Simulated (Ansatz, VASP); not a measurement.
# SrO: VASP beside Ansatz

POSCAR

```
SrO
1.0
    0.0000000000      2.5663000000      2.5663000000
    2.5663000000      0.0000000000      2.5663000000
    2.5663000000      2.5663000000      0.0000000000
Sr O
1 1
Direct
    0.5000000000      0.5000000000      0.5000000000
    0.0000000000      0.0000000000      0.0000000000
```

Contents of INCAR.step1:

```
  PREC = Accurate
  ENCUT = 600
  ISMEAR = -1
  SIGMA = 0.02
  LREAL = F
  LASPH = T
  NELM = 60
  GGA = PE
  ALGO = Normal
  EDIFF = 1E-4
  LWAVE = T
  LCHARG = F
```

INCAR.step2

```
  PREC = Accurate
  ENCUT = 600
  EDIFF = 1E-6
  ISMEAR = -1
  SIGMA = 0.02
  LREAL = F
  LASPH = T
  NELM = 60
  ALGO = Normal
  ISIF = 3
  LWAVE = F
  LCHARG = F
  METAGGA = R2SCAN
  LMIXTAU = T
  IBRION = 2
  NSW = 80
  EDIFFG = -0.01
  ISTART = 1
```

File KPOINTS:

```
Automatic mesh
0
Gamma
  10 10 10
```

Input for Ansatz:

```yaml
crystal:
  lattice:
    - [0.0, 2.5663, 2.5663]
    - [2.5663, 0.0, 2.5663]
    - [2.5663, 2.5663, 0.0]
  atoms:
    - { symbol: Sr, position: [0.5, 0.5, 0.5] }
    - { symbol: O, position: [0.0, 0.0, 0.0] }
  symmetry: { tolerance: 0.0003 }
hamiltonian:
  xc: r2scan
  pseudopotentials: { kind: paw, azcp: { folder: soft_1 } }
basis:
  ecutwfc: 500
magnetization:
  spin_polarized: false
scf:
  occupations: { method: fermi_dirac, width: 0.02 }
kpoints:
  mp_grid: { grid: [10, 10, 10], shift: [0, 0, 0] }
output:
  forces: true
  stress: true
  eigenvalues: true
relax:
  max_steps: 60
  cell: {}
```

Alike in both runs: task relaxation of cell and atoms; functional r2SCAN; k mesh 10 × 10 × 10; occupations fermi-dirac, width 0.02 eV; no spin polarisation.

```csv
,VASP,Ansatz
version,VASP 6.6.1,Ansatz 0.2.0
potentials or method,"VASP PAW PBE potentials, release 64 (Sr_sv, O), cutoff 600 eV",PAW plane waves
valence electrons in the cell,16,16
```

Ansatz gave:

```
gap on the k mesh at the Fermi level, each at its own relaxed structure (eV) : 3.80
relaxed volume (Å³/atom)                                                     : 17.18
relaxed cell length with the largest relative difference (Å)                 : 3.649
```

Task: Estimate VASP's values.

Result: gap on the k mesh at the Fermi level, each at its own relaxed structure (eV): 3.75; relaxed volume (Å³/atom): 17.25; relaxed cell length with the largest relative difference (Å): 3.654.

VASP's potentials were made for PBE, not for r2SCAN.
